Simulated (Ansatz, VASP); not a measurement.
## TiAl3 in VASP and in Ansatz

```
CELL_PARAMETERS angstrom
2.80431 0.00000 0.00000
0.00000 4.71155 0.00000
0.00000 0.00000 4.92975
ATOMIC_POSITIONS crystal
Ti 0.00000 0.50000 0.16326
Al 0.50000 0.50000 0.66426
Al 0.50000 0.00000 0.33321
Al 0.00000 0.00000 0.83926
```

Alike in both runs: functional PBE; k mesh 14 × 10 × 10; occupations gaussian, width 0.1 eV; no spin polarisation.

Ansatz relaxed the structure, and its values are those at the end. VASP's run is a single point on that final structure, the one shown.

|  | VASP | Ansatz |
| --- | --- | --- |
| version | VASP 6.6.1 | Ansatz 0.2.0 |
| potentials or method | VASP PAW PBE potentials, release 64 (Ti_sv, Al), cutoff 520 eV | scalar-relativistic, plane waves, PAW |
| valence electrons in the cell | 21 | 21 |

Ansatz gave:

```
gap on the k mesh at the Fermi level (eV) : none
pressure (GPa)                            : 0.0
rms of the force components (eV/Å)        : 0.003
```

Q: Estimate VASP's values.

A: gap on the k mesh at the Fermi level (eV): none; pressure (GPa): -0.1; rms of the force components (eV/Å): 0.004.

A gap of «none» marks a metal or a gap that the smearing closes.
